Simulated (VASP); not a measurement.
ZrB2:

```
CELL_PARAMETERS angstrom
3.20401 0.00000 0.00000
-1.60200 2.77475 0.00000
0.00000 0.00000 3.46918
ATOMIC_POSITIONS crystal
Zr 0.00000 0.00000 0.00000
B 0.33333 0.66667 0.50000
B 0.66667 0.33333 0.50000
```

| Property | Result |
| --- | --- |
| Program | VASP 6.6.1 |
| Task | relaxation of cell and atoms |
| Functional | PBE |
| Potentials or basis | VASP PAW PBE potentials, release 64 (Zr_sv, B) |
| Cutoff | 600 eV |
| k mesh | 12 × 12 × 10 |
| Occupations | gaussian, width 0.05 eV |
| Spin | no spin polarisation |

At the start: pressure -0.2 GPa; volume 10.28 Å³/atom.

How do energy, volume and symmetry change on relaxing?

Over 5 steps the energy falls by 7.1 meV/atom and the volume is 10.29 Å³/atom (+0.1 %); space group P6/mmm (No. 191, to 0.05 Å).

Step by step:
| step | energy change (eV) | largest force (eV/Å) | pressure (GPa) | volume (Å³) |
| --- | --- | --- | --- | --- |
| 1 | 0.0000 | 0.0000 | -0.16 | 30.84 |
| 2 | -0.0210 | 0.0000 | 0.63 | 30.79 |
| 3 | -0.0210 | 0.0000 | 0.61 | 30.79 |
| 4 | -0.0210 | 0.0000 | -0.71 | 30.96 |
| 5 | -0.0212 | 0.0000 | 0.00 | 30.86 |

Final structure:
```yaml
crystal:
  lattice:
    - [3.17106, 0.00000, 0.00000]
    - [-1.58553, 2.74622, 0.00000]
    - [0.00000, 0.00000, 3.54423]
  atoms:
    - { symbol: Zr, position: [0.00000, 0.00000, 0.00000] }
    - { symbol: B, position: [0.33333, 0.66667, 0.50000] }
    - { symbol: B, position: [0.66667, 0.33333, 0.50000] }
```
